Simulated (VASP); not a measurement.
# Pd (P6_3/mmc) in VASP: further runs

Runs on Pd. Level: r2SCAN. Tasks: single point.

Program: VASP 6.6.1. These are calculated values, not measurements. Logs are shortened: lines on timing, memory, paths and dates and some standing lists are left out, and cuts for length are marked.

### 1 The cell of the first run

Symmetry: P6_3/mmc, No. 194, hexagonal system. The conventional cell has a = 2.643 Å, b = 2.643 Å, c = 8.729 Å, α = 90.00°, β = 90.00°, γ = 120.00°. Within 3.5 Å of Pd (site symmetry -3m) lie 12 Pd at 2.64 to 2.66 Å. Pd (site symmetry -6m2) has 12 Pd at 2.64 to 2.66 Å within 3.5 Å.

This isn't the form of Pd at room conditions, which is fcc.

### 2 Single point, r2SCAN, collinear spin (13.20 Å³/atom)

The input, POSCAR:

```
Pd
1.0
    2.6426027891      0.0000000000      0.0000000000
   -1.3213013945      2.2885611475      0.0000000000
    0.0000000000      0.0000000000      8.7291856413
Pd
4
Direct
    0.0000000000      0.0000000000      1.0000000000
    0.0000000000      0.0000000000      0.5000000000
    0.3333333333      0.6666666667      0.2500000000
    0.6666666667      0.3333333333      0.7500000000
```

The input, INCAR.step1:

```
SYSTEM = Pd
PREC = Accurate ; ENCUT = 520
ISMEAR = -1 ; SIGMA = 0.05
LREAL = .FALSE. ; LASPH = .TRUE.
NELM = 150 ; ISPIN = 2
MAGMOM = 0.438 0.438 0.453 0.453 ; LMAXMIX = 4
NBANDS = 32 ; GGA = PE
ALGO = Normal ; EDIFF = 1E-4
LWAVE = .TRUE. ; LCHARG = .FALSE.
```

The input, INCAR.step2:

```
SYSTEM = Pd
PREC = Accurate ; ENCUT = 520
EDIFF = 1E-6 ; ISMEAR = -1
SIGMA = 0.05 ; LREAL = .FALSE.
LASPH = .TRUE. ; NELM = 150
ALGO = Normal ; ISIF = 2
LWAVE = .FALSE. ; LCHARG = .FALSE.
ISPIN = 2 ; MAGMOM = 0.438 0.438 0.453 0.453
LORBIT = 11 ; LMAXMIX = 4
METAGGA = R2SCAN ; LMIXTAU = .TRUE.
NBANDS = 32 ; ISTART = 1
```

The input, KPOINTS:

```
regular mesh
0
G
  15 15 4
  0 0 0
```

Potentials or basis: VASP PAW PBE potentials, release 64 (Pd).

Started as:

```console
cat potpaw_PBE.64/Pd/POTCAR > POTCAR
cp INCAR.step1 INCAR
mpirun -np 1 vasp_std > vasp.out
cp INCAR.step2 INCAR
mpirun -np 1 vasp_std > vasp.out
```

OUTCAR:

```text
SYSTEM = Pd
   PREC = Accurate
   ENCUT = 520
   EDIFF = 1E-6
   ISMEAR = -1
   LREAL = .FALSE.
   LASPH = .TRUE.
   NELM = 150
   ISIF = 2
   ISPIN = 2
   LORBIT = 11
   METAGGA = R2SCAN
   ISTART = 1

 ion  position               nearest neighbor table
   1  0.000  0.000  0.000-   3 2.66   4 2.66   3 2.66   4 2.66   4 2.66   3 2.66
   2  0.000  0.000  0.500-   3 2.66   4 2.66   3 2.66   4 2.66   4 2.66   3 2.66
   3  0.333  0.667  0.250-   1 2.66   2 2.66   1 2.66   2 2.66   1 2.66   2 2.66
   4  0.667  0.333  0.750-   1 2.66   2 2.66   1 2.66   2 2.66   1 2.66   2 2.66

  LATTYP: Found a hexagonal cell.
 ALAT       =     2.6426027891
 C/A-ratio  =     3.3032530191

  Lattice vectors:

 A1 = (   2.6426027891,   0.0000000000,   0.0000000000)
 A2 = (  -1.3213013945,   2.2885611475,   0.0000000000)
 A3 = (   0.0000000000,   0.0000000000,   8.7291856413)

Analysis of symmetry for initial positions (statically):
=====================================================================
 Subroutine PRICEL returns:
 Original cell was already a primitive cell.

 Routine SETGRP: Setting up the symmetry group for a
 hexagonal supercell.

 Subroutine GETGRP returns: Found 24 space group operations
 (whereof 12 operations were pure point group operations)
 out of a pool of 24 trial point group operations.

The static configuration has the point symmetry D_3d.
 The point group associated with its full space group is D_6h.

Analysis of symmetry for dynamics (positions and initial velocities):
=====================================================================
 Subroutine PRICEL returns:
 Original cell was already a primitive cell.

 Routine SETGRP: Setting up the symmetry group for a
 hexagonal supercell.

 Subroutine GETGRP returns: Found 24 space group operations
 (whereof 12 operations were pure point group operations)
 out of a pool of 24 trial point group operations.

The dynamic configuration has the point symmetry D_3d.
 The point group associated with its full space group is D_6h.

Analysis of structural, dynamic, and magnetic symmetry:
=====================================================================
 Subroutine PRICEL returns:
 Original cell was already a primitive cell.

 Routine SETGRP: Setting up the symmetry group for a
 hexagonal supercell.

 Subroutine GETGRP returns: Found 24 space group operations
 (whereof 12 operations were pure point group operations)
 out of a pool of 24 trial point group operations.

The overall configuration has the point symmetry D_3d.
 The point group associated with its full space group is D_6h.

 Subroutine INISYM returns: Found 24 space group operations
 (whereof 12 operations are pure point group operations),
[... 131 lines left out ...]
 spin polarized calculation
  energy-cutoff  :      520.00
  volume of cell :       52.79
 maximum number of plane-waves:      1473
 NGX is ok and might be reduce to    20
   NGX =  9   NGY =  9   NGZ = 33

 number of electron      39.9999997 magnetization       0.0079398

 number of electron      39.9999997 magnetization      -0.0000685

 Free energy of the ion-electron system (eV)
  ---------------------------------------------------
  ext. energy  EPLUGINS =         0.00000000
  ---------------------------------------------------
  free energy    TOTEN  =       -91.09929268 eV

  energy without entropy =      -91.03918812  energy(sigma->0) =      -91.06924040

 E-fermi :  11.6305     XC(G=0): -14.9716

 val. band max:       11.6277557545   @ k =   0.4667   0.0667   0.0000
 cond. band min:      11.6314678259   @ k =   0.4000   0.1333   0.0000
 fundamental gap:      0.0037120713
 Fermi energy:        11.6305275562

 spin component 1

 k-point     1 :       0.0000    0.0000    0.0000
  band No.  band energies     occupation
      1       3.4804      1.00000
      2       5.2070      1.00000
      3       5.2406      1.00000
      4       5.2475      1.00000
      5       8.0350      1.00000
      6       8.0578      1.00000
[... 829 lines left out ...]
     31      25.4773      0.00000
     32      26.4342      0.00000

 [... further k-points ...]

 spin component 2

 k-point     1 :       0.0000    0.0000    0.0000
  band No.  band energies     occupation
      1       3.4804      1.00000
      2       5.2070      1.00000
      3       5.2406      1.00000
      4       5.2475      1.00000
      5       8.0350      1.00000
      6       8.0578      1.00000
[... 829 lines left out ...]
     31      25.4773      0.00000
     32      26.4342      0.00000

 [... further k-points ...]

------------------------ aborting loop because EDIFF is reached ----------------------------------------

  FORCE on cell =-STRESS in cart. coord.  units (eV):
  Direction    XX          YY          ZZ          XY          YZ          ZX
  --------------------------------------------------------------------------------------
  -------------------------------------------------------------------------------------
  Total       11.1893232     11.1893232     11.0428985      0.0000000      0.0000000      0.0000000
  in kB      339.5832518    339.5832518    335.1394263      0.0000000      0.0000000      0.0000000
  external PRESSURE =     338.1019766 kB  Pullay stress =       0.0000000 kB

 VOLUME and BASIS-vectors are now :
 -----------------------------------------------------------------------------
  energy-cutoff  :      520.00
  volume of cell :       52.79
      direct lattice vectors                 reciprocal lattice vectors
     2.642602789  0.000000000  0.000000000     0.378414798  0.218477885  0.000000000
    -1.321301395  2.288561147  0.000000000     0.000000000  0.436955771  0.000000000
     0.000000000  0.000000000  8.729185641     0.000000000  0.000000000  0.114558224

 POSITION                                       TOTAL-FORCE (eV/Angst)
 -----------------------------------------------------------------------------------
      0.00000      0.00000      0.00000         0.000000      0.000000      0.000000
      0.00000      0.00000      4.36459         0.000000      0.000000      0.000000
     -0.00000      1.52571      2.18230        -0.000000     -0.000000      0.000000
      1.32130      0.76285      6.54689         0.000000      0.000000     -0.000000
 -----------------------------------------------------------------------------------
    total drift:                                0.000000     -0.000000      0.000000

  FREE ENERGIE OF THE ION-ELECTRON SYSTEM (eV)
  ---------------------------------------------------
  free  energy   TOTEN  =       -91.0992926807 eV

  energy  without entropy=      -91.0391881235  energy(sigma->0) =      -91.06924040

 total charge

# of ion       s       p       d       tot
------------------------------------------
    1        0.573   0.585   8.588   9.746
    2        0.573   0.585   8.588   9.746
    3        0.574   0.588   8.582   9.745
    4        0.574   0.588   8.582   9.745
--------------------------------------------------
tot          2.295   2.348  34.340  38.982

 magnetization (x)

# of ion       s       p       d       tot
------------------------------------------
    1        0.000   0.000  -0.000  -0.000
    2        0.000   0.000  -0.000  -0.000
    3        0.000   0.000  -0.000  -0.000
    4        0.000   0.000  -0.000  -0.000
--------------------------------------------------
tot          0.000   0.000  -0.000  -0.000
```

OUTCAR.step1:

```text
SYSTEM = Pd
   PREC = Accurate
   ENCUT = 520
   ISMEAR = -1
   LREAL = .FALSE.
   LASPH = .TRUE.
   NELM = 150
[... 1932 lines left out ...]
      0.00000      0.00000      4.36459        -0.000000      0.000000      0.000000
     -0.00000      1.52571      2.18230        -0.000000      0.000000     -0.000000
      1.32130      0.76285      6.54689         0.000000     -0.000000     -0.000000
 -----------------------------------------------------------------------------------
    total drift:                                0.000000     -0.000000      0.000000

  FREE ENERGIE OF THE ION-ELECTRON SYSTEM (eV)
  ---------------------------------------------------
  free  energy   TOTEN  =       -19.9987710974 eV

  energy  without entropy=      -19.9351197412  energy(sigma->0) =      -19.96694542
```

OSZICAR.step1:

```text
N       E                     dE             d eps       ncg     rms          rms(c)
DAV:   1     0.274209976374E+03    0.27421E+03   -0.19684E+04 10368   0.123E+03
DAV:   2    -0.138100721089E+02   -0.28802E+03   -0.27246E+03 11528   0.307E+02
DAV:   3    -0.210655960429E+02   -0.72555E+01   -0.71733E+01 12280   0.538E+01
DAV:   4    -0.211255690252E+02   -0.59973E-01   -0.59962E-01 12032   0.480E+00
DAV:   5    -0.211265917997E+02   -0.10228E-02   -0.10228E-02 12456   0.673E-01    0.218E+01
DAV:   6    -0.200844870631E+02    0.10421E+01   -0.19455E+00 11776   0.109E+01    0.110E+01
DAV:   7    -0.200538112138E+02    0.30676E-01   -0.42744E-01 11656   0.471E+00    0.448E+00
DAV:   8    -0.201725171040E+02   -0.11871E+00   -0.19942E+00 11024   0.102E+01    0.474E+00
DAV:   9    -0.199957025192E+02    0.17681E+00   -0.72452E-01 10856   0.698E+00    0.838E-01
DAV:  10    -0.199970270686E+02   -0.13245E-02   -0.11573E-02 11840   0.748E-01    0.258E-01
DAV:  11    -0.199978000550E+02   -0.77299E-03   -0.59788E-04 11432   0.192E-01    0.166E-01
DAV:  12    -0.199985877052E+02   -0.78765E-03   -0.89679E-05  6848   0.646E-02    0.117E-01
DAV:  13    -0.199986878732E+02   -0.10017E-03   -0.30233E-05  6064   0.391E-02    0.729E-02
DAV:  14    -0.199987710974E+02   -0.83224E-04   -0.60270E-05  5920   0.547E-02
   1 F= -.19998771E+02 E0= -.19966945E+02  d E =-.636514E-01  mag=     0.0199
```

Wall time 9.6 min (1 thread of Intel Xeon 6975P-C (Granite Rapids), shared host); peak memory 0.34 GiB.

Results:

* Free energy: -91.0993 eV
* Pressure: 33.8 GPa
* Band gap on the k mesh: zero (filled and empty bands overlap)
* Net moment: 0.00 μB per cell
* Valence electrons inside the program's atomic spheres: Pd 9.75, 9.74 (each value once)

Stress tensor (GPa, compression positive):
```
33.96  0.00  0.00
 0.00 33.96  0.00
 0.00  0.00 33.51
```

Levels at points of the mesh, in eV from the Fermi level:
Spin up:
| k point | band 17 | band 18 | band 19 | band 20 | band 21 | band 22 | band 23 | band 24 |
| --- | --- | --- | --- | --- | --- | --- | --- | --- |
| (0.00, 0.00, 0.00) | -1.91 | -1.34 | -1.34 | -0.89 | -0.89 | -0.17 | -0.17 | 0.90 |
| (0.00, 0.00, 0.50) | -1.64 | -1.64 | -1.14 | -1.14 | -0.49 | -0.49 | -0.49 | -0.49 |
Spin down:
| k point | band 16 | band 17 | band 18 | band 19 | band 20 | band 21 | band 22 | band 23 | band 24 | band 25 |
| --- | --- | --- | --- | --- | --- | --- | --- | --- | --- | --- |
| (0.00, 0.00, 0.00) | -1.91 | -1.91 | -1.34 | -1.34 | -0.89 | -0.89 | -0.18 | -0.18 | 0.90 | 8.49 |
| (0.00, 0.00, 0.50) | -1.64 | -1.64 | -1.64 | -1.14 | -1.14 | -0.49 | -0.49 | -0.49 | -0.49 | 11.31 |

Caveat: the cell stands under pressure; the PAW data sets were made with another functional, which shifts forces and pressure a little.

### 3 Single point, r2SCAN, collinear spin

This run uses another cell than the first one, of 15.00 Å³/atom.

The input, POSCAR:

```
Pd
1.0
    2.7576396717      0.0000000000      0.0000000000
   -1.3788198358      2.3881860102      0.0000000000
    0.0000000000      0.0000000000      9.1091871401
Pd
4
Direct
    0.0000000000      0.0000000000      0.0000000000
    0.0000000000      0.0000000000      0.5000000000
    0.3333333333      0.6666666667      0.2500000000
    0.6666666667      0.3333333333      0.7500000000
```

The input, INCAR.step1:

```
ALGO = Normal
EDIFF = 1E-4
ENCUT = 520
GGA = PE
ISMEAR = -1
ISPIN = 2
LASPH = T
LCHARG = F
LMAXMIX = 4
LREAL = F
LWAVE = T
MAGMOM = 0.5 0.5 -0.5 -0.5
NBANDS = 32
NELM = 150
PREC = Accurate
SIGMA = 0.05
```

The input, INCAR.step2:

```
ALGO = Normal
EDIFF = 1E-6
ENCUT = 520
ISIF = 2
ISMEAR = -1
ISPIN = 2
ISTART = 1
LASPH = T
LCHARG = F
LMAXMIX = 4
LMIXTAU = T
LORBIT = 11
LREAL = F
LWAVE = F
MAGMOM = 0.5 0.5 -0.5 -0.5
METAGGA = R2SCAN
NBANDS = 32
NELM = 150
PREC = Accurate
SIGMA = 0.05
```

The input, KPOINTS:

```
k-points
0
Gamma
  13 13 4
```

Potentials or basis: VASP PAW PBE potentials, release 64 (Pd).

Started as:

```console
cat potpaw_PBE.64/Pd/POTCAR > POTCAR
cp INCAR.step1 INCAR
mpirun -np 1 vasp_std > vasp.out
cp INCAR.step2 INCAR
mpirun -np 1 vasp_std > vasp.out
```

OUTCAR:

```text
EDIFF = 1E-6
   ENCUT = 520
   ISIF = 2
   ISMEAR = -1
   ISPIN = 2
   ISTART = 1
   LASPH = T
   LORBIT = 11
   LREAL = F
   METAGGA = R2SCAN
   NELM = 150
   PREC = Accurate

 ion  position               nearest neighbor table
   1  0.000  0.000  0.000-   3 2.78   4 2.78   3 2.78   4 2.78   4 2.78   3 2.78
   2  0.000  0.000  0.500-   3 2.78   4 2.78   3 2.78   4 2.78   4 2.78   3 2.78
   3  0.333  0.667  0.250-   1 2.78   2 2.78   1 2.78   2 2.78   1 2.78   2 2.78
   4  0.667  0.333  0.750-   1 2.78   2 2.78   1 2.78   2 2.78   1 2.78   2 2.78

  LATTYP: Found a hexagonal cell.
 ALAT       =     2.7576396717
 C/A-ratio  =     3.3032550386

  Lattice vectors:

 A1 = (   2.7576396717,   0.0000000000,   0.0000000000)
 A2 = (  -1.3788198358,   2.3881860102,   0.0000000000)
 A3 = (   0.0000000000,   0.0000000000,   9.1091871401)

Analysis of symmetry for initial positions (statically):
[... 1888 lines left out ...]

 [... further k-points ...]

------------------------ aborting loop because EDIFF is reached ----------------------------------------

  FORCE on cell =-STRESS in cart. coord.  units (eV):
  Direction    XX          YY          ZZ          XY          YZ          ZX
  --------------------------------------------------------------------------------------
  -------------------------------------------------------------------------------------
  Total        0.0287419      0.0287419      0.2077811      0.0000000      0.0000000      0.0000000
  in kB        0.7676105      0.7676105      5.5492126      0.0000000      0.0000000      0.0000000
  external PRESSURE =       2.3614779 kB  Pullay stress =       0.0000000 kB

 VOLUME and BASIS-vectors are now :
 -----------------------------------------------------------------------------
  energy-cutoff  :      520.00
  volume of cell :       59.99
      direct lattice vectors                 reciprocal lattice vectors
     2.757639672  0.000000000  0.000000000     0.362628958  0.209363926  0.000000000
    -1.378819836  2.388186010  0.000000000     0.000000000  0.418727853  0.000000000
     0.000000000  0.000000000  9.109187140     0.000000000  0.000000000  0.109779279

 POSITION                                       TOTAL-FORCE (eV/Angst)
 -----------------------------------------------------------------------------------
      0.00000      0.00000      0.00000        -0.000000     -0.000000      0.000000
      0.00000      0.00000      4.55459        -0.000000     -0.000000      0.000000
     -0.00000      1.59212      2.27730         0.000000      0.000000      0.000000
      1.37882      0.79606      6.83189        -0.000000      0.000000     -0.000000
 -----------------------------------------------------------------------------------
    total drift:                               -0.000000      0.000000      0.000000

  FREE ENERGIE OF THE ION-ELECTRON SYSTEM (eV)
  ---------------------------------------------------
  free  energy   TOTEN  =       -91.7669929608 eV

  energy  without entropy=      -91.6968685089  energy(sigma->0) =      -91.73193073

 total charge

# of ion       s       p       d       tot
------------------------------------------
    1        0.502   0.441   8.506   9.450
    2        0.502   0.441   8.506   9.450
    3        0.503   0.444   8.502   9.449
    4        0.503   0.444   8.502   9.449
--------------------------------------------------
tot          2.012   1.770  34.016  37.798

 magnetization (x)

# of ion       s       p       d       tot
------------------------------------------
    1        0.000  -0.000   0.000   0.000
    2        0.000  -0.000   0.000   0.000
    3        0.000  -0.000   0.000   0.000
    4        0.000  -0.000   0.000   0.000
--------------------------------------------------
tot          0.000  -0.000   0.001   0.001
```

Run time: 7 min. Hardware: 1 thread of Intel Xeon 6975P-C (Granite Rapids), shared host; peak memory 0.34 GiB.

What came out:

```
Free energy                                           : -91.7670 eV
Pressure                                              : 0.2 GPa
Band gap on the k mesh                                : zero (filled and empty bands overlap)
Net moment                                            : 0.00 μB per cell
Valence electrons inside the program's atomic spheres : Pd 9.45
```

Stress tensor (GPa, compression positive):
```
0.08 0.00 0.00
0.00 0.08 0.00
0.00 0.00 0.55
```

Caveat: the PAW data sets were made with another functional, which shifts forces and pressure a little.
